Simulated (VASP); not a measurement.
# BN (F-43m) in VASP: single point with PBE

Aim: the single point of BN with PBE.

Program: VASP 6.6.1. These are calculated values, not measurements. Logs are shortened: lines on timing, memory, paths and dates and some standing lists are left out, and cuts for length are marked.

**1. The cell of the first run**

The structure is cubic, space group F-43m (No. 216). Conventional cell: a = 3.624 Å, b = 3.624 Å, c = 3.624 Å, α = 90.00°, β = 90.00°, γ = 90.00°. B (site symmetry -43m) has 4 N at 1.57 Å within 2.1 Å. N (site symmetry -43m) has 4 B at 1.57 Å within 2.1 Å.

**2. Single point, PBE, collinear spin, zero start**

Input file INCAR:

```
ALGO = Normal
EDIFF = 1E-6
ENCUT = 600
GGA = PE
GGA_COMPAT = F
ISIF = 2
ISMEAR = -1
ISPIN = 2
LASPH = T
LCHARG = F
LORBIT = 11
LREAL = Auto
LWAVE = F
MAGMOM = 0 0 0 0 0 0 0 0 0 0 0 0 0 0 0 0 0 0 0 0 0 0 0 0 0 0 0 0 0 0 0 0
NBANDS = 90
NELM = 200
PREC = Accurate
SIGMA = 0.01
```

Input file KPOINTS:

```
Automatic mesh
0
Gamma
  2 2 2
  0.5 0.5 0.5
```

Input file POSCAR:

```
BN
1.0
   -3.6241103800      3.6241103800     -3.6241103800
    3.6241103800      3.6241103800      3.6241103800
    3.6241103800     -3.6241103800     -3.6241103800
B N
16 16
Direct
    0.0000000000      0.0000000000      0.0000000000
    0.0000000000      0.2500000000      0.7500000000
    0.0000000000      0.5000000000      0.5000000000
    0.0000000000      0.7500000000      0.2500000000
    0.2500000000      0.0000000000      0.7500000000
    0.2500000000      0.2500000000      0.5000000000
    0.2500000000      0.5000000000      0.2500000000
    0.2500000000      0.7500000000      0.0000000000
    0.5000000000      0.0000000000      0.5000000000
    0.5000000000      0.2500000000      0.2500000000
    0.5000000000      0.5000000000      0.0000000000
    0.5000000000      0.7500000000      0.7500000000
    0.7500000000      0.0000000000      0.2500000000
    0.7500000000      0.2500000000      0.0000000000
    0.7500000000      0.5000000000      0.7500000000
    0.7500000000      0.7500000000      0.5000000000
    0.0000000000      0.0000000000      0.2500000000
    0.0000000000      0.2500000000      0.0000000000
    0.0000000000      0.5000000000      0.7500000000
    0.0000000000      0.7500000000      0.5000000000
    0.2500000000      0.0000000000      0.0000000000
    0.2500000000      0.2500000000      0.7500000000
    0.2500000000      0.5000000000      0.5000000000
    0.2500000000      0.7500000000      0.2500000000
    0.5000000000      0.0000000000      0.7500000000
    0.5000000000      0.2500000000      0.5000000000
    0.5000000000      0.5000000000      0.2500000000
    0.5000000000      0.7500000000      0.0000000000
    0.7500000000      0.0000000000      0.5000000000
    0.7500000000      0.2500000000      0.2500000000
    0.7500000000      0.5000000000      0.0000000000
    0.7500000000      0.7500000000      0.7500000000
```

Potentials or basis: VASP PAW PBE potentials, release 64 (B, N).

Command:

```bash
> cat potpaw_PBE.64/B/POTCAR potpaw_PBE.64/N/POTCAR > POTCAR
> mpirun -np 1 vasp_std > vasp.out
```

OUTCAR:

```text
EDIFF = 1E-6
   ENCUT = 600
   GGA = PE
   ISIF = 2
   ISMEAR = -1
   ISPIN = 2
   LASPH = T
   LORBIT = 11
   LREAL = Auto
   NELM = 200
   PREC = Accurate

 ion  position               nearest neighbor table
   1  0.000  0.000  0.000-  17 1.57  18 1.57  21 1.57  32 1.57
   2  0.000  0.250  0.750-  18 1.57  19 1.57  22 1.57  29 1.57
   3  0.000  0.500  0.500-  19 1.57  20 1.57  23 1.57  30 1.57
   4  0.000  0.750  0.250-  17 1.57  20 1.57  24 1.57  31 1.57
   5  0.250  0.000  0.750-  20 1.57  21 1.57  22 1.57  25 1.57
   6  0.250  0.250  0.500-  17 1.57  22 1.57  23 1.57  26 1.57
[... 24 lines left out ...]
  31  0.750  0.500  0.000-   4 1.57  11 1.57  14 1.57  15 1.57
  32  0.750  0.750  0.750-   1 1.57  12 1.57  15 1.57  16 1.57

  LATTYP: Found a body centered cubic cell.
 ALAT       =     7.2482207600

  Lattice vectors:

 A1 = (  -3.6241103800,   3.6241103800,  -3.6241103800)
 A2 = (   3.6241103800,   3.6241103800,   3.6241103800)
 A3 = (   3.6241103800,  -3.6241103800,  -3.6241103800)

Analysis of symmetry for initial positions (statically):
=====================================================================
 Subroutine PRICEL returns following result:

  LATTYP: Found a face centered cubic cell.
 ALAT       =     3.6241103800
[... 12 lines left out ...]
 Subroutine GETGRP returns: Found 24 space group operations
 (whereof 24 operations were pure point group operations)
 out of a pool of 48 trial point group operations.

The static configuration has the point symmetry T_d .

Analysis of symmetry for dynamics (positions and initial velocities):
=====================================================================
 Subroutine PRICEL returns following result:

  LATTYP: Found a face centered cubic cell.
 ALAT       =     3.6241103800
[... 12 lines left out ...]
 Subroutine GETGRP returns: Found 24 space group operations
 (whereof 24 operations were pure point group operations)
 out of a pool of 48 trial point group operations.

The dynamic configuration has the point symmetry T_d .

Analysis of structural, dynamic, and magnetic symmetry:
=====================================================================
 Subroutine PRICEL returns following result:

  LATTYP: Found a face centered cubic cell.
 ALAT       =     3.6241103800
[... 12 lines left out ...]
 Subroutine GETGRP returns: Found 24 space group operations
 (whereof 24 operations were pure point group operations)
 out of a pool of 48 trial point group operations.

The overall configuration has the point symmetry T_d .
[... 119 lines left out ...]
  ---------------------------------------------------
  ext. energy  EPLUGINS =         0.00000000
  ---------------------------------------------------
  free energy    TOTEN  =      -279.28100322 eV

  energy without entropy =     -279.28100322  energy(sigma->0) =     -279.28100322

 E-fermi :   6.5232     XC(G=0): -12.7848

 val. band max:        6.2080250631   @ k =  -0.2500   0.2500   0.2500
 cond. band min:      12.4949034384   @ k =  -0.2500   0.2500   0.2500
 fundamental gap:      6.2868783753
 Fermi energy:         6.5231555048

 spin component 1

 k-point     1 :       0.2500    0.2500    0.2500
  band No.  band energies     occupation
      1     -11.3667      1.00000
      2     -11.3667      1.00000
      3     -11.3667      1.00000
      4     -11.3667      1.00000
      5      -8.2141      1.00000
      6      -8.2141      1.00000
[... 147 lines left out ...]
     75      16.6417      0.00000
     76      16.6417      0.00000
 Fermi energy:         6.5231555048

 spin component 2

 k-point     1 :       0.2500    0.2500    0.2500
  band No.  band energies     occupation
      1     -11.3667      1.00000
      2     -11.3667      1.00000
      3     -11.3667      1.00000
      4     -11.3667      1.00000
      5      -8.2141      1.00000
      6      -8.2141      1.00000
[... 147 lines left out ...]
     75      16.6417      0.00000
     76      16.6417      0.00000
 [bands above 76 left out]

------------------------ aborting loop because EDIFF is reached ----------------------------------------

  FORCE on cell =-STRESS in cart. coord.  units (eV):
  Direction    XX          YY          ZZ          XY          YZ          ZX
  --------------------------------------------------------------------------------------
  -------------------------------------------------------------------------------------
  Total        0.1302008      0.1302008      0.1302008     -0.0000000     -0.0000000     -0.0000000
  in kB        1.0956205      1.0956205      1.0956205     -0.0000000     -0.0000000     -0.0000000
  external PRESSURE =       1.0956205 kB  Pullay stress =       0.0000000 kB

 VOLUME and BASIS-vectors are now :
 -----------------------------------------------------------------------------
  energy-cutoff  :      600.00
  volume of cell :      190.40
      direct lattice vectors                 reciprocal lattice vectors
    -3.624110380  3.624110380 -3.624110380     0.000000000  0.137964893 -0.137964893
     3.624110380  3.624110380  3.624110380     0.137964893  0.137964893  0.000000000
     3.624110380 -3.624110380 -3.624110380     0.137964893  0.000000000 -0.137964893

 POSITION                                       TOTAL-FORCE (eV/Angst)
 -----------------------------------------------------------------------------------
      0.00000      0.00000      0.00000         0.000000      0.000000     -0.000000
      3.62411     -1.81206     -1.81206         0.000000      0.000000     -0.000000
      3.62411      0.00000      0.00000         0.000000      0.000000     -0.000000
      3.62411      1.81206      1.81206         0.000000     -0.000000     -0.000000
      1.81206     -1.81206     -3.62411         0.000000      0.000000     -0.000000
      1.81206      0.00000     -1.81206         0.000000      0.000000     -0.000000
[... 24 lines left out ...]
     -0.90603      4.53014     -0.90603        -0.000000     -0.000000      0.000000
      2.71808      2.71808     -2.71808        -0.000000     -0.000000      0.000000
 -----------------------------------------------------------------------------------
    total drift:                                0.000005      0.000005     -0.000005

  FREE ENERGIE OF THE ION-ELECTRON SYSTEM (eV)
  ---------------------------------------------------
  free  energy   TOTEN  =      -279.2810032227 eV

  energy  without entropy=     -279.2810032227  energy(sigma->0) =     -279.28100322

 total charge

# of ion       s       p       d       tot
------------------------------------------
    1        0.675   1.350   0.000   2.025
    2        0.675   1.350   0.000   2.025
    3        0.675   1.350   0.000   2.025
    4        0.675   1.350   0.000   2.025
    5        0.675   1.350   0.000   2.025
    6        0.675   1.350   0.000   2.025
[... 24 lines left out ...]
   31        1.210   2.747   0.000   3.957
   32        1.210   2.747   0.000   3.957
--------------------------------------------------
tot         30.155  65.557   0.000  95.712

 magnetization (x)

# of ion       s       p       d       tot
------------------------------------------
    1        0.000   0.000   0.000   0.000
    2        0.000   0.000   0.000   0.000
    3        0.000   0.000   0.000   0.000
    4        0.000   0.000   0.000   0.000
    5        0.000   0.000   0.000   0.000
    6        0.000   0.000   0.000   0.000
[... 24 lines left out ...]
   31       -0.000  -0.000   0.000  -0.000
   32       -0.000  -0.000   0.000  -0.000
--------------------------------------------------
tot          0.000  -0.000   0.000  -0.000
```

stdout:

```text
POSCAR found type information on POSCAR B N
 POSCAR found :  2 types and      32 ions
 scaLAPACK will be used
 LDA part: xc-table for (Slater+PW92), standard interpolation
 POSCAR, INCAR and KPOINTS ok, starting setup
 FFT: planning ... GRIDC
 FFT: planning ... GRID_SOFT
 FFT: planning ... GRID
 WAVECAR not read
 entering main loop
```

Run time: 2.1 min. Hardware: 1 thread of AMD EPYC 9R45 (Zen 5), shared host; peak memory 0.4 GiB.

Results:

```yaml
Free_energy: -279.2810 eV
Pressure: 0.1 GPa
Band_gap_on_the_k_mesh: 6.29 eV
Net_moment: 0.00 μB per cell
Valence_electrons_inside_the_program's_atomic_spheres: B 2.02; N 3.96
```

Levels at points of the mesh, in eV from the valence-band top:
Spin up:
| k point | band 61 | band 62 | band 63 | band 64 | band 65 | band 66 | band 67 | band 68 |
| --- | --- | --- | --- | --- | --- | --- | --- | --- |
| (0.25, 0.25, 0.25) | -0.02 | -0.02 | -0.02 | -0.02 | 8.62 | 8.62 | 8.62 | 8.62 |
Spin down:
```csv
k point,band 62,band 63,band 64,band 65,band 66,band 67
"(0.25, 0.25, 0.25)",-0.02,-0.02,-0.02,8.62,8.62,8.62
```

Caveat: the k points lie up to 0.61 Å⁻¹ apart; a shifted mesh leaves out Γ, where band edges can lie.
